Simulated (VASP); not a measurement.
PbI2:

```
CELL_PARAMETERS angstrom
4.55500 0.00000 0.00000
-2.27750 3.94475 0.00000
0.00000 0.00000 6.97700
ATOMIC_POSITIONS crystal
Pb 0.00000 0.00000 0.00000
I 0.33333 0.66667 0.26500
I 0.66667 0.33333 0.73500
```

Base run:

```yaml
Program: VASP 6.6.1
Functional: PBE
Potentials_or_basis: VASP PAW PBE potentials, release 64 (Pb_d, I)
Cutoff: 400 eV
k_mesh: 8 × 8 × 5
Occupations: fermi-dirac, width 0.02 eV
Spin: no spin polarisation
```

Its results: band gap on the k mesh 2.29 eV; pressure 1.8 GPa; largest force 0.172 eV/Å.

The run is repeated on the same cell with these changes: k mesh from 8 × 8 × 5 to 10 × 10 × 6. What comes out?

Band gap on the k mesh 2.22 eV; pressure 1.8 GPa; largest force 0.172 eV/Å.

Caveats: spin-orbit coupling is left out, which moves the levels of the heavy elements; this functional lacks dispersion, which binds layers or chains, so the pressure and a relaxed spacing across them are unreliable.

A k mesh can miss the band edges.
